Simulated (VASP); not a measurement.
# Mn (Im-3m) in VASP: single point with PBE

Aim: the single point of Mn with PBE.

Program: VASP 6.6.1. These are calculated values, not measurements. Logs are shortened: lines on timing, memory, paths and dates and some standing lists are left out, and cuts for length are marked.

**1. The cell of the first run**

Symmetry: Im-3m, No. 229, cubic system. The conventional cell has a = 2.783 Å, b = 2.783 Å, c = 2.783 Å, α = 90.00°, β = 90.00°, γ = 90.00°. Mn (site symmetry m-3m) has 14 Mn at 2.41 to 2.78 Å within 3.2 Å.

This isn't the form of Mn at room conditions, which is a 58-atom cubic cell.

**2. Single point, PBE, non-collinear spin, typed start, spin-orbit coupling**

Input file INCAR:

```
SYSTEM = Mn
PREC     = Accurate       ! precision mode
ENCUT    = 520            ! plane-wave cutoff, eV
EDIFF    = 1E-6           ! SCF threshold, eV
ISMEAR   = -1             ! smearing method
SIGMA    = 0.05           ! smearing width, eV
LREAL    = .False.        ! projectors in reciprocal space
LASPH    = .True.         ! aspherical terms in the spheres
NELM     = 150            ! most SCF steps
ALGO     = Normal         ! electronic algorithm
ISIF     = 2              ! what is computed and relaxed
LWAVE    = .False.        ! write WAVECAR
LCHARG   = .False.        ! write CHGCAR
MAGMOM   = 0 0 -0.785 0 0 -0.785 ! initial moments
LORBIT   = 11             ! projections on sites
LSORBIT  = .True.         ! spin-orbit coupling
GGA_COMPAT= .False.      
LORBMOM  = .True.       
LMAXMIX  = 4              ! l up to which the mixer works
GGA      = PE             ! functional
NBANDS   = 38             ! bands
```

Input file KPOINTS:

```
Automatic mesh
0
Gamma
  11 11 11
  0 0 0
```

Input file POSCAR:

```
Mn
1.0
    2.7829568978      0.0000000000      0.0000000000
    0.0000000000      2.7829568978      0.0000000000
    0.0000000000      0.0000000000      2.7829568978
Mn
2
Direct
    0.0000000000      0.0000000000      0.0000000000
    0.5000000000      0.5000000000      0.5000000000
```

Potentials or basis: VASP PAW PBE potentials, release 64 (Mn_pv).

On the command line:

```console
> cat potpaw_PBE.64/Mn_pv/POTCAR > POTCAR
> mpirun -np 1 vasp_ncl > vasp.out
```

OUTCAR:

```text
SYSTEM = Mn
   PREC = Accurate
   ENCUT = 520
   EDIFF = 1E-6
   ISMEAR = -1
   LREAL = .False.
   LASPH = .True.
   NELM = 150
   ISIF = 2
   LORBIT = 11
   LSORBIT = .True.
   GGA = PE

 ion  position               nearest neighbor table
   1  0.000  0.000  0.000-   2 2.41   2 2.41   2 2.41   2 2.41   2 2.41   2 2.41   2 2.41   2 2.41

   2  0.500  0.500  0.500-   1 2.41   1 2.41   1 2.41   1 2.41   1 2.41   1 2.41   1 2.41   1 2.41

  LATTYP: Found a simple cubic cell.
 ALAT       =     2.7829568978

  Lattice vectors:

 A1 = (   2.7829568978,   0.0000000000,   0.0000000000)
 A2 = (   0.0000000000,   2.7829568978,   0.0000000000)
 A3 = (   0.0000000000,   0.0000000000,   2.7829568978)

Analysis of symmetry for initial positions (statically):
=====================================================================
 Subroutine PRICEL returns following result:

  LATTYP: Found a body centered cubic cell.
 ALAT       =     2.7829568978
[... 12 lines left out ...]
 Subroutine GETGRP returns: Found 48 space group operations
 (whereof 48 operations were pure point group operations)
 out of a pool of 48 trial point group operations.

The static configuration has the point symmetry O_h .

Analysis of symmetry for dynamics (positions and initial velocities):
=====================================================================
 Subroutine PRICEL returns following result:

  LATTYP: Found a body centered cubic cell.
 ALAT       =     2.7829568978
[... 12 lines left out ...]
 Subroutine GETGRP returns: Found 48 space group operations
 (whereof 48 operations were pure point group operations)
 out of a pool of 48 trial point group operations.

The dynamic configuration has the point symmetry O_h .

Analysis of structural, dynamic, and magnetic symmetry:
=====================================================================
 Subroutine PRICEL returns following result:

  LATTYP: Found a body centered cubic cell.
 ALAT       =     2.7829568978
[... 12 lines left out ...]
 Subroutine GETGRP returns: Found  8 space group operations
 (whereof  8 operations were pure point group operations)
 out of a pool of 48 trial point group operations.

The overall configuration has the point symmetry C_4h.

 Subroutine INISYM returns: Found  8 space group operations
 (whereof  8 operations are pure point group operations),
 and found     2 'primitive' translations

----------------------------------------------------------------------------------------

                                     Primitive cell

  volume of cell :      10.7768

  direct lattice vectors                    reciprocal lattice vectors
     1.391478449  1.391478449 -1.391478449     0.359330035  0.359330035  0.000000000
    -1.391478449  1.391478449  1.391478449    -0.000000000  0.359330035  0.359330035
     1.391478449 -1.391478449  1.391478449     0.359330035  0.000000000  0.359330035

  length of vectors
     2.410111371  2.410111371  2.410111371     0.508169409  0.508169409  0.508169409

  position of ions in fractional coordinates (direct lattice)
     0.000000000  0.000000000  0.000000000

  ion indices of the primitive-cell ions
   primitive index   ion index
                 1           1

----------------------------------------------------------------------------------------

 KPOINTS: Automatic mesh

Automatic generation of k-mesh.
 Grid dimensions read from file:
 generate k-points for:   11   11   11

 Generating k-lattice:

  Cartesian coordinates                     Fractional coordinates (reciprocal lattice)
     0.032666367  0.000000000  0.000000000     0.090909091  0.000000000  0.000000000
     0.000000000  0.032666367  0.000000000     0.000000000  0.090909091  0.000000000
     0.000000000  0.000000000  0.032666367     0.000000000  0.000000000  0.090909091

  Length of vectors
     0.032666367  0.032666367  0.032666367

  Shift w.r.t. Gamma in fractional coordinates (k-lattice)
     0.000000000  0.000000000  0.000000000

 Subroutine IBZKPT returns following result:
[... 91 lines left out ...]

 Free energy of the ion-electron system (eV)
  ---------------------------------------------------
  ext. energy  EPLUGINS =         0.00000000
  ---------------------------------------------------
  free energy    TOTEN  =       -17.74846350 eV

  energy without entropy =      -17.71568267  energy(sigma->0) =      -17.73207309

 E-fermi :  10.7385     XC(G=0): -13.9983

 val. band max:       10.7336791131   @ k =   0.1818   0.1818   0.0000
 cond. band min:      10.7515673623   @ k =   0.1818   0.0909   0.0909
 fundamental gap:      0.0178882492
 Fermi energy:        10.7384645257

 k-point     1 :       0.0000    0.0000    0.0000
  band No.  band energies     occupation
      1     -38.7594      1.00000
      2     -38.5040      1.00000
      3     -38.2621      1.00000
      4     -38.0010      1.00000
      5     -37.7216      1.00000
      6     -37.2205      1.00000
[... 973 lines left out ...]
     37      24.5452      0.00000
     38      24.8861      0.00000

 [... further k-points ...]

------------------------ aborting loop because EDIFF is reached ----------------------------------------

  FORCE on cell =-STRESS in cart. coord.  units (eV):
  Direction    XX          YY          ZZ          XY          YZ          ZX
  --------------------------------------------------------------------------------------
  -------------------------------------------------------------------------------------
  Total        0.5464032      0.5464032      0.5459134      0.0000001      0.0000000      0.0000000
  in kB       40.6166726     40.6166726     40.5802638      0.0000075      0.0000000      0.0000000
  external PRESSURE =      40.6045363 kB  Pullay stress =       0.0000000 kB

 VOLUME and BASIS-vectors are now :
 -----------------------------------------------------------------------------
  energy-cutoff  :      520.00
  volume of cell :       21.55
      direct lattice vectors                 reciprocal lattice vectors
     2.782956898  0.000000000  0.000000000     0.359330035  0.000000000  0.000000000
     0.000000000  2.782956898  0.000000000     0.000000000  0.359330035  0.000000000
     0.000000000  0.000000000  2.782956898     0.000000000  0.000000000  0.359330035

 POSITION                                       TOTAL-FORCE (eV/Angst)
 -----------------------------------------------------------------------------------
      0.00000      0.00000      0.00000        -0.000000      0.000000     -0.000000
      1.39148      1.39148      1.39148         0.000000     -0.000000      0.000000
 -----------------------------------------------------------------------------------
    total drift:                                0.000000     -0.000000     -0.000000

  FREE ENERGIE OF THE ION-ELECTRON SYSTEM (eV)
  ---------------------------------------------------
  free  energy   TOTEN  =       -17.7484635046 eV

  energy  without entropy=      -17.7156826672  energy(sigma->0) =      -17.73207309

 orbital moment (x)

 # of ion     p       d       tot
 ----------------------------------------
  1         0.000  -0.000  -0.000
  2         0.000  -0.000  -0.000
 ----------------------------------------
            0.000  -0.000  -0.000

 orbital moment (y)

 # of ion     p       d       tot
 ----------------------------------------
  1         0.000   0.000   0.000
  2        -0.000   0.000   0.000
 ----------------------------------------
            0.000   0.000   0.000

 orbital moment (z)

 # of ion     p       d       tot
 ----------------------------------------
  1         0.000   0.000   0.000
  2         0.000   0.000   0.000
 ----------------------------------------
            0.000   0.001   0.001

 Spin-Orbit-Coupling matrix elements

 Ion:    1  E_soc:     -0.0291542
 l=   1
     0.0000000    -0.0035775    -0.0035770
    -0.0035775     0.0000000    -0.0035775
    -0.0035770    -0.0035775     0.0000000
 l=   2
     0.0000000    -0.0002395     0.0000000    -0.0002395    -0.0011289
    -0.0002395     0.0000000    -0.0007507    -0.0002364    -0.0002498
     0.0000000    -0.0007507     0.0000000    -0.0007507     0.0000000
    -0.0002395    -0.0002364    -0.0007507     0.0000000    -0.0002498
    -0.0011289    -0.0002498     0.0000000    -0.0002498     0.0000000
 l=   3
     0.0000000     0.0000000     0.0000000     0.0000000     0.0000000     0.0000000     0.0000000
     0.0000000     0.0000000     0.0000000     0.0000000     0.0000000     0.0000000     0.0000000
     0.0000000     0.0000000     0.0000000     0.0000000     0.0000000     0.0000000     0.0000000
     0.0000000     0.0000000     0.0000000     0.0000000     0.0000000     0.0000000     0.0000000
     0.0000000     0.0000000     0.0000000     0.0000000     0.0000000     0.0000000     0.0000000
     0.0000000     0.0000000     0.0000000     0.0000000     0.0000000     0.0000000     0.0000000
     0.0000000     0.0000000     0.0000000     0.0000000     0.0000000     0.0000000     0.0000000

 Ion:    2  E_soc:     -0.0291542
 l=   1
     0.0000000    -0.0035775    -0.0035770
    -0.0035775     0.0000000    -0.0035775
    -0.0035770    -0.0035775     0.0000000
 l=   2
     0.0000000    -0.0002395     0.0000000    -0.0002395    -0.0011289
    -0.0002395     0.0000000    -0.0007507    -0.0002364    -0.0002498
     0.0000000    -0.0007507     0.0000000    -0.0007507     0.0000000
    -0.0002395    -0.0002364    -0.0007507     0.0000000    -0.0002498
    -0.0011289    -0.0002498     0.0000000    -0.0002498     0.0000000
 l=   3
     0.0000000     0.0000000     0.0000000     0.0000000     0.0000000     0.0000000     0.0000000
     0.0000000     0.0000000     0.0000000     0.0000000     0.0000000     0.0000000     0.0000000
     0.0000000     0.0000000     0.0000000     0.0000000     0.0000000     0.0000000     0.0000000
     0.0000000     0.0000000     0.0000000     0.0000000     0.0000000     0.0000000     0.0000000
     0.0000000     0.0000000     0.0000000     0.0000000     0.0000000     0.0000000     0.0000000
     0.0000000     0.0000000     0.0000000     0.0000000     0.0000000     0.0000000     0.0000000
     0.0000000     0.0000000     0.0000000     0.0000000     0.0000000     0.0000000     0.0000000

 total charge

# of ion       s       p       d       tot
------------------------------------------
    1        0.417   6.407   5.148  11.972
    2        0.417   6.407   5.148  11.972
--------------------------------------------------
tot          0.833  12.814  10.295  23.943

 magnetization (x)

# of ion       s       p       d       tot
------------------------------------------
    1        0.000  -0.000  -0.000  -0.000
    2        0.000   0.000   0.000   0.000
--------------------------------------------------
tot          0.000  -0.000   0.000   0.000

 magnetization (y)

# of ion       s       p       d       tot
------------------------------------------
    1       -0.000   0.000  -0.000  -0.000
    2       -0.000   0.000  -0.000  -0.000
--------------------------------------------------
tot         -0.000   0.000  -0.000  -0.000

 magnetization (z)

# of ion       s       p       d       tot
------------------------------------------
    1        0.004   0.012  -0.867  -0.851
    2        0.004   0.012  -0.867  -0.851
--------------------------------------------------
tot          0.008   0.024  -1.733  -1.701
```

Wall time 8.1 min (1 thread of Intel Xeon Platinum 8375C at 2.90GHz (Ice Lake), shared host); peak memory 0.34 GiB.

What came out:

| Quantity | Value |
| --- | --- |
| Free energy | -17.7485 eV |
| Pressure | 4.1 GPa |
| Net moment | 1.71 μB per cell |
| Valence electrons inside the program's atomic spheres | Mn 11.97 |

Moments on the atoms (μB; x, y, z):
```
Mn   0.00  0.00 -0.85
Mn   0.00  0.00 -0.85
```

Caveat: the cell stands under pressure.
